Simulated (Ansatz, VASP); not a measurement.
Given: the input of a run of VASP 6.6.1 on In2O3.

Contents of INCAR:

```
  ALGO = Normal
  EDIFF = 1E-6
  ENCUT = 520
  GGA = PE
  ISIF = 2
  ISMEAR = -1
  LASPH = T
  LCHARG = F
  LREAL = F
  LWAVE = F
  NBANDS = 55
  NELM = 60
  PREC = Accurate
  SIGMA = 0.05
```

Contents of KPOINTS:

```
k-points
0
Gamma
  6 6 6
```

Contents of POSCAR:

```
In2O3
1.0
    2.7435000000      1.5839604635      4.8366666667
   -2.7435000000      1.5839604635      4.8366666667
    0.0000000000     -3.1679209270      4.8366666667
In O
4 6
Direct
    0.8573100000      0.8573100000      0.8573100000
    0.6426900000      0.6426900000      0.6426900000
    0.1426900000      0.1426900000      0.1426900000
    0.3573100000      0.3573100000      0.3573100000
    0.0480000000      0.7500000000      0.4520000000
    0.7500000000      0.4520000000      0.0480000000
    0.4520000000      0.0480000000      0.7500000000
    0.9520000000      0.2500000000      0.5480000000
    0.2500000000      0.5480000000      0.9520000000
    0.5480000000      0.9520000000      0.2500000000
```

Potentials or basis: VASP PAW PBE potentials, release 64 (In_d, O).

Launch:

```bash
$ cat potpaw_PBE.64/In_d/POTCAR potpaw_PBE.64/O/POTCAR > POTCAR
$ mpirun -np 1 vasp_std > vasp.out
```

Problem. Set up the same calculation for Ansatz 0.2.0. Potentials there: Ansatz PAW.

Solution. As run (the cutoff follows the program's own potentials):

input.yaml

```yaml
crystal:
  lattice:
    - [2.7435, 1.5839604635, 4.8366666667]
    - [-2.7435, 1.5839604635, 4.8366666667]
    - [0.0, -3.167920927, 4.8366666667]
  atoms:
    - { symbol: In, position: [0.85731, 0.85731, 0.85731] }
    - { symbol: In, position: [0.64269, 0.64269, 0.64269] }
    - { symbol: In, position: [0.14269, 0.14269, 0.14269] }
    - { symbol: In, position: [0.35731, 0.35731, 0.35731] }
    - { symbol: O, position: [0.048, 0.75, 0.452] }
    - { symbol: O, position: [0.75, 0.452, 0.048] }
    - { symbol: O, position: [0.452, 0.048, 0.75] }
    - { symbol: O, position: [0.952, 0.25, 0.548] }
    - { symbol: O, position: [0.25, 0.548, 0.952] }
    - { symbol: O, position: [0.548, 0.952, 0.25] }
hamiltonian:
  xc: pbe
  pseudopotentials: { kind: paw }
kpoints:
  mp_grid: { grid: [6, 6, 6] }
scf:
  occupations: { method: fermi_dirac, width: 0.05 }
basis:
  ecutwfc: "600 eV"
output:
  forces: true
  stress: true
  eigenvalues: true
```

Potentials or basis: Ansatz PAW.

Launch:

```console
$ ansatz run input.yaml --threads 4 --pin off --max-ram 11264MiB --backend cpu --events-out ev --progress --plain --runs-dir out
```

Both were run:

|  | VASP | Ansatz | Ansatz less VASP |
| --- | --- | --- | --- |
| gap on the k mesh at the Fermi level (eV) | 1.30 | 1.30 | +0.009 |
| least direct gap on the mesh (eV) | 1.34 | 1.34 | +0.008 |
| pressure (GPa) | 9.0 | 8.4 | -0.56 |
| traceless stress, the component that is largest in VASP (GPa) | -1.06 | -0.94 | +0.124 |
| rms of the force components (eV/Å) | 0.062 | 0.058 | -0.0046 |

Atom by atom the forces differ by 0.006 eV/Å (rms over components). The functional is the same, so the differences come from potentials, cutoffs and numerics.
